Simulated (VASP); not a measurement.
A run of VASP 6.6.1 is set up as follows.

File INCAR:

```
PREC = Accurate
ENCUT = 520
EDIFF = 1E-6
ISMEAR = 1
SIGMA = 1.0
LREAL = F
LASPH = T
NELM = 80
ALGO = Normal
ISIF = 2
LWAVE = F
LCHARG = F
GGA = PE
NBANDS = 21
```

KPOINTS

```
regular mesh
0
Gamma
  11 11 8
```

File POSCAR:

```
Sn
1.0
   -2.9773321013      2.9790067394      1.6030901642
    2.9790067394     -2.9773321013      1.6030901642
    2.9770686044      2.9770686044     -1.6000204610
Sn
2
Direct
    0.0000231878      0.9999768122      0.0000000000
    0.7499768122      0.2500231878      0.5000000000
```

Potentials or basis: VASP PAW PBE potentials, release 64 (Sn_d).

Launch:

```console
$ cat potpaw_PBE.64/Sn_d/POTCAR > POTCAR
$ mpirun -np 1 vasp_std > vasp.out
```

**Question.** Predict the band gap on the k mesh.

**Answer.** Zero (band 14 reaches 8.76 eV, above the bottom of band 15 at 5.25 eV).

**Question.** Predict the pressure.

**Answer.** -0.1 GPa.

Caveat: spin-orbit coupling is left out, which moves the levels of the heavy elements.
